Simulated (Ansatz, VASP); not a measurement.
**One calculation of KBr, two programs**

```
K Br
1.0
     0.00000    3.24311    3.29250
     3.24311    0.00000    3.29250
     3.24311    3.24311    0.00000
K Br
1 1
Cartesian
  0.0000 0.0000 0.0000
  3.2431 3.2431 3.2925
```

Change from the starting cell: strain -0.015 along x and y, +0.000 along z, atoms carried along.

Alike in both runs: task single point; functional r2SCAN; k mesh 6 × 6 × 6; occupations gaussian, width 0.05 eV; no spin polarisation.

```csv
,VASP,Ansatz
version,VASP 6.6.1,Ansatz 0.2.0
potentials or method,"VASP PAW PBE potentials, release 64 (K_sv, Br), cutoff 520 eV","scalar-relativistic, plane waves, PAW"
valence electrons in the cell,16,16
```

Ansatz gave:

* gap on the k mesh at the Fermi level (eV): 5.18
* least direct gap on the mesh (eV): 5.18
* pressure (GPa): 0.7
* traceless stress, the component that is largest in VASP (GPa): -0.41

**Question.** Estimate VASP's values.

**Answer.** gap on the k mesh at the Fermi level (eV): 5.18; least direct gap on the mesh (eV): 5.18; pressure (GPa): 0.7; traceless stress, the component that is largest in VASP (GPa): -0.42.

VASP's potentials were made for PBE, not for r2SCAN.
